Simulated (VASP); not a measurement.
# Nb (P6/mmm) in VASP: notebook

Nb is run at these levels: BLYP; tasks: single point.

Program: VASP 6.6.1. These are calculated values, not measurements. Logs are shortened: lines on timing, memory, paths and dates and some standing lists are left out, and cuts for length are marked.

### 1 The cell of the first run

It takes space group P6/mmm (No. 191, hexagonal). The conventional cell has a = 4.888 Å, b = 4.888 Å, c = 2.678 Å, α = 90.00°, β = 90.00°, γ = 120.00°. Within 3.5 Å of Nb (site symmetry 6/mmm) lie 14 Nb at 2.68 to 3.12 Å. Nb (site symmetry -6m2) has 11 Nb at 2.68 to 3.12 Å within 3.5 Å.

This isn't the form of Nb at room conditions, which is bcc.

### 2 Single point, BLYP (18.47 Å³/atom)

Input file INCAR:

```
SYSTEM = Nb
PREC = Accurate ; ENCUT = 520
EDIFF = 1E-6 ; ISMEAR = -1
SIGMA = 0.1 ; LREAL = .False.
LASPH = .True. ; NELM = 60
ALGO = Normal ; ISIF = 2
LWAVE = .False. ; LCHARG = .False.
GGA = B5 ; ALDAX = 1.0
AGGAX = 1.0 ; AGGAC = 1.0
ALDAC = 0.0 ; NBANDS = 26
```

Input file KPOINTS:

```
regular mesh
0
Gamma
  8 8 13
  0 0 0
```

Input file POSCAR:

```
Nb
1.0
    4.8881382174      0.0000000000      0.0000000000
   -2.4440691087      4.2332518734      0.0000000000
    0.0000000000      0.0000000000      2.6782519481
Nb
3
Direct
    1.0000000000      0.0000000000      0.0000000000
    0.3333333333      0.6666666667      0.5000000000
    0.6666666667      0.3333333333      0.5000000000
```

Potentials or basis: VASP PAW PBE potentials, release 64 (Nb_sv).

The run is started by

```sh
$ cat potpaw_PBE.64/Nb_sv/POTCAR > POTCAR
$ mpirun -np 1 vasp_std > vasp.out
```

OUTCAR:

```text
SYSTEM = Nb
   PREC = Accurate
   ENCUT = 520
   EDIFF = 1E-6
   ISMEAR = -1
   LREAL = .False.
   LASPH = .True.
   NELM = 60
   ISIF = 2
   GGA = B5

 ion  position               nearest neighbor table
   1  0.000  0.000  0.000-
   2  0.333  0.667  0.500-   3 2.82   3 2.82   3 2.82
   3  0.667  0.333  0.500-   2 2.82   2 2.82   2 2.82

  LATTYP: Found a hexagonal cell.
 ALAT       =     4.8881382174
 C/A-ratio  =     0.5479083915

  Lattice vectors:

 A1 = (   4.8881382174,   0.0000000000,   0.0000000000)
 A2 = (  -2.4440691087,   4.2332518734,   0.0000000000)
 A3 = (   0.0000000000,   0.0000000000,   2.6782519481)

Analysis of symmetry for initial positions (statically):
=====================================================================
 Subroutine PRICEL returns:
 Original cell was already a primitive cell.

 Routine SETGRP: Setting up the symmetry group for a
 hexagonal supercell.

 Subroutine GETGRP returns: Found 24 space group operations
 (whereof 24 operations were pure point group operations)
 out of a pool of 24 trial point group operations.

The static configuration has the point symmetry D_6h.

Analysis of symmetry for dynamics (positions and initial velocities):
=====================================================================
 Subroutine PRICEL returns:
 Original cell was already a primitive cell.

 Routine SETGRP: Setting up the symmetry group for a
 hexagonal supercell.

 Subroutine GETGRP returns: Found 24 space group operations
 (whereof 24 operations were pure point group operations)
 out of a pool of 24 trial point group operations.

The dynamic configuration has the point symmetry D_6h.

 Subroutine INISYM returns: Found 24 space group operations
 (whereof 24 operations are pure point group operations),
 and found     1 'primitive' translations

----------------------------------------------------------------------------------------

                                     Primitive cell

  volume of cell :      55.4203

  direct lattice vectors                    reciprocal lattice vectors
     4.888138217  0.000000000  0.000000000     0.204576867  0.118112509  0.000000000
[... 80 lines left out ...]
   ISTART =      0    job   : 0-new  1-cont  2-samecut
   ICHARG =      2    charge: 1-file 2-atom 10-const
   ISPIN  =      1    spin polarized calculation?
   LNONCOLLINEAR =      F non collinear calculations
   LSORBIT =      F    spin-orbit coupling
   LASPH  =      T    aspherical Exc in radial PAW
   ENCUT  =  520.0 eV  38.22 Ry    6.18 a.u.   9.09  9.09  4.98*2*pi/ulx,y,z
   NELM   =     60;   NELMIN=  2; NELMDL= -5     # of ELM steps
   EDIFF  = 0.1E-05   stopping-criterion for ELM
   LREAL  =      F    real-space projection
   EDIFFG = 0.1E-04   stopping-criterion for IOM
   NSW    =      0    number of steps for IOM
   IBRION =     -1    ionic relax: 0-MD 1-quasi-New 2-CG
   NFREE  =      0    steps in history (QN), initial steepest desc. (CG)
   ISIF   =      2    stress and relaxation
   ISYM   =      2    0-nonsym 1-usesym 2-fastsym
   POTIM  = 0.5000    time-step for ionic-motion
   TEBEG  =    0.0;   TEEND  =   0.0 temperature during run
   PSTRESS=    0.0 pullay stress
   NELECT =      39.0000    total number of electrons
   NUPDOWN=      -1.0000    fix difference up-down
   EMIN   =  10.00;   EMAX   =-10.00  energy-range for DOS
   EFERMI =   0.00;   METHOD = LEGACY
   ISMEAR =    -1;   SIGMA  =   0.10  broadening in eV -4-tet -1-fermi 0-gaus
   EFERMI_NEDOS =   21; number of points for ismear=-14 and -15
   IALGO  =     38    algorithm
   IMIX   =      4    mixing-type and parameters
     AMIX     =   0.40;   BMIX     =  1.00
     AMIX_MAG =   1.60;   BMIX_MAG =  1.00
  volume/ion in A,a.u.               =      18.47       124.66
  Fermi-wavevector in a.u.,A,eV,Ry     =   1.456152  2.751728 28.849501  2.120378
  Thomas-Fermi vector in A             =   2.573103
   LORBIT       =      0    0 simple, 1 ext, 2 COOP (PROOUT), +10 PAW based schemes
   GGA     = B5    functional components
   LHFCALC =     F    Hartree Fock is set to
   AEXX    =    0.0000 exact exchange contribution
   IVDW    =     0    specifies the selected vdW correction
   LEPSILON=     F    determine dielectric tensor
   LRPA    =     F    only Hartree local field effects (RPA)
 non-spin polarized calculation
  energy-cutoff  :      520.00
  volume of cell :       55.42
 maximum number of plane-waves:      1510
   NGX = 19   NGY = 19   NGZ =  9

 number of electron      39.0000006 magnetization

 Free energy of the ion-electron system (eV)
  ---------------------------------------------------
  ext. energy  EPLUGINS =         0.00000000
  ---------------------------------------------------
  free energy    TOTEN  =       -26.03842343 eV

  energy without entropy =      -25.94277346  energy(sigma->0) =      -25.99059844

 E-fermi :  11.5735     XC(G=0): -11.7401

 val. band max:       11.5703991801   @ k =   0.3750   0.0000   0.2308
 cond. band min:      11.5898304805   @ k =   0.1250   0.1250   0.0000
 fundamental gap:      0.0194313004
 Fermi energy:        11.5734849844

 k-point     1 :       0.0000    0.0000    0.0000
  band No.  band energies     occupation
      1     -42.9666      2.00000
      2     -42.7927      2.00000
      3     -42.7264      2.00000
      4     -19.4000      2.00000
      5     -19.4000      2.00000
      6     -19.2101      2.00000
[... 685 lines left out ...]
     25      14.4083      0.00000
     26      15.3067      0.00000

 [... further k-points ...]

------------------------ aborting loop because EDIFF is reached ----------------------------------------

  FORCE on cell =-STRESS in cart. coord.  units (eV):
  Direction    XX          YY          ZZ          XY          YZ          ZX
  --------------------------------------------------------------------------------------
  -------------------------------------------------------------------------------------
  Total        2.3012960      2.3012960      2.1568324      0.0000000     -0.0000000      0.0000000
  in kB       66.5294681     66.5294681     62.3530883      0.0000000     -0.0000000      0.0000000
  external PRESSURE =      65.1373415 kB  Pullay stress =       0.0000000 kB

 VOLUME and BASIS-vectors are now :
 -----------------------------------------------------------------------------
  energy-cutoff  :      520.00
  volume of cell :       55.42
      direct lattice vectors                 reciprocal lattice vectors
     4.888138217  0.000000000  0.000000000     0.204576867  0.118112509  0.000000000
    -2.444069109  4.233251873  0.000000000     0.000000000  0.236225018  0.000000000
     0.000000000  0.000000000  2.678251948     0.000000000  0.000000000  0.373377867

 POSITION                                       TOTAL-FORCE (eV/Angst)
 -----------------------------------------------------------------------------------
      0.00000      0.00000      0.00000         0.000000      0.000000      0.000000
     -0.00000      2.82217      1.33913         0.000000     -0.000000     -0.000000
      2.44407      1.41108      1.33913        -0.000000      0.000000      0.000000
 -----------------------------------------------------------------------------------
    total drift:                                0.000000      0.000000     -0.000000

  FREE ENERGIE OF THE ION-ELECTRON SYSTEM (eV)
  ---------------------------------------------------
  free  energy   TOTEN  =       -26.0384234254 eV

  energy  without entropy=      -25.9427734613  energy(sigma->0) =      -25.99059844
```

stdout:

```text
POSCAR found type information on POSCAR Nb
 POSCAR found :  1 types and       3 ions
 scaLAPACK will be used
 -----------------------------------------------------------------------------
|                                                                             |
|                                                                             |
|     You enforced a specific xc type in the INCAR file but a different       |
|     I HOPE YOU KNOW WHAT YOU ARE DOING!                                     |
|                                                                             |
 -----------------------------------------------------------------------------

 LDA part: xc-table for (Slater(with rela. corr.)+VWN5), standard interpolation
 POSCAR, INCAR and KPOINTS ok, starting setup
 FFT: planning ... GRIDC
 FFT: planning ... GRID_SOFT
 FFT: planning ... GRID
 WAVECAR not read
 entering main loop
```

It took 2.9 min on 1 thread of Intel Xeon 8259CL, shared host; peak memory 0.21 GiB.

Results:

```
Free energy            : -26.0384 eV
Pressure               : 6.5 GPa
Band gap on the k mesh : zero (an odd number of electrons rules out a gap without spin polarisation)
```

Stress tensor (GPa, compression positive):
```
6.65 0.00 0.00
0.00 6.65 0.00
0.00 0.00 6.24
```

Levels at points of the mesh, in eV from the Fermi level:
```tsv
k point	band 16	band 17	band 18	band 19	band 20	band 21	band 22	band 23	band 24	band 25
(0.00, 0.00, 0.00)	-1.14	-1.14	-1.14	-1.14	-1.08	0.54	0.54	2.88	2.88	2.90
(0.50, 0.00, 0.00)	-2.03	-1.83	-1.56	-1.04	-0.94	1.67	1.95	2.93	3.10	3.10
```

Caveat: the cell stands under pressure; the PAW data sets were made with another functional, which shifts forces and pressure a little.

### 3 Single point, BLYP (19.24 Å³/atom)

This run uses another cell than the first one, of 19.24 Å³/atom.

Input file INCAR:

```
SYSTEM = Nb
PREC = Accurate
ENCUT = 520
EDIFF = 1E-6
ISMEAR = -1
SIGMA = 0.1
LREAL = .False.
LASPH = .True.
NELM = 60
ALGO = Normal
ISIF = 2
LWAVE = .False.
LCHARG = .True.
GGA = B5
ALDAX = 1.0
AGGAX = 1.0
AGGAC = 1.0
ALDAC = 0.0
LELF = .True.
LVHAR = .True.
NBANDS = 26
```

KPOINTS is that of step 2.

Input file POSCAR:

```
Nb
1.0
    4.9551073367      0.0000000000      0.0000000000
   -2.4775536684      4.2912488321      0.0000000000
    0.0000000000      0.0000000000      2.7149448905
Nb
3
Direct
    1.0000000000      0.0000000000      0.0000000000
    0.3333333333      0.6666666667      0.5000000000
    0.6666666667      0.3333333333      0.5000000000
```

Potentials or basis: VASP PAW PBE potentials, release 64 (Nb_sv).

The run is started by

```sh
$ cat potpaw_PBE.64/Nb_sv/POTCAR > POTCAR
$ mpirun -np 1 vasp_std > vasp.out
```

It took 3.3 min on 1 thread of Intel Xeon 8259CL, shared host; peak memory 0.22 GiB.

Results (log left out):

```
Free energy            : -26.0845 eV
Pressure               : -0.1 GPa
Band gap on the k mesh : zero (an odd number of electrons rules out a gap without spin polarisation)
```

Stress tensor (GPa, compression positive):
```
 0.26  0.00  0.00
 0.00  0.26  0.00
 0.00  0.00 -0.89
```

Levels at points of the mesh, in eV from the Fermi level:
| k point | band 18 | band 19 | band 20 | band 21 | band 22 | band 23 |
| --- | --- | --- | --- | --- | --- | --- |
| (0.00, 0.00, 0.00) | -1.12 | -1.12 | -1.03 | 0.53 | 0.53 | 2.76 |
| (0.50, 0.00, 0.00) | -1.46 | -0.97 | -0.90 | 1.51 | 1.88 | 2.78 |

Caveat: the PAW data sets were made with another functional, which shifts forces and pressure a little.

(Continued in part 2 of 2.)

The gap in the log of VASP goes by the Fermi energy; the results here count the filled bands.